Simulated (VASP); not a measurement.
Wanted: the native input for a VASP 6.6.1 run.

```yaml
Task: electric field gradients
Functional: PBEsol
Potentials_or_basis: VASP PAW PBE potentials, release 64 (Zn)
Cutoff: 520 eV
k_mesh: 16 × 16 × 8
Occupations: fermi-dirac, width 0.03 eV
Spin: no spin polarisation
Dipole_correction: no
Further_INCAR_settings: ALGO = Normal; EDIFF = 1e-08; NBANDS = 19
```

The structure of Zn lies in POSCAR:

```
Zn
1.0
    2.6469129636      0.0000000000      0.0000000000
   -1.3234564818      2.2922938681      0.0000000000
    0.0000000000      0.0000000000      4.9134996708
Zn
2
Direct
    0.3333333333      0.6666666667      0.2500000000
    0.6666666667      0.3333333333      0.7500000000
```

This cell differs from its parent crystal: volume scaled by 0.98.

These files were run (other wordings do the same):

INCAR

```
ALGO = Normal
EDIFF = 1E-8
ENCUT = 520
GGA = PS
ISIF = 2
ISMEAR = -1
LASPH = True
LCHARG = False
LEFG = True
LREAL = False
LWAVE = False
NBANDS = 19
NELM = 100
PREC = Accurate
SIGMA = 0.03
```

KPOINTS

```
k-points
0
Gamma
  16 16 8
```

Potentials or basis: VASP PAW PBE potentials, release 64 (Zn).

Run with:

```console
$ cat potpaw_PBE.64/Zn/POTCAR > POTCAR
$ mpirun -np 1 vasp_std > vasp.out
```

Results of the run:

```
Pressure               : -3.8 GPa
Band gap on the k mesh : zero (band 12 reaches 4.37 eV, above the bottom of band 13 at 0.06 eV)
```

Caveat: without QUAD_EFG the Cq values of the log hold for a quadrupole moment of 1 mb, not for the nuclei; the PAW data sets were made with another functional, which shifts forces and pressure a little.

It took 77 s on 1 thread of Intel(R) Xeon(R) Platinum 8375C CPU @ 2.90GHz (Ice Lake), on a shared host, peak memory 0.18 GiB.
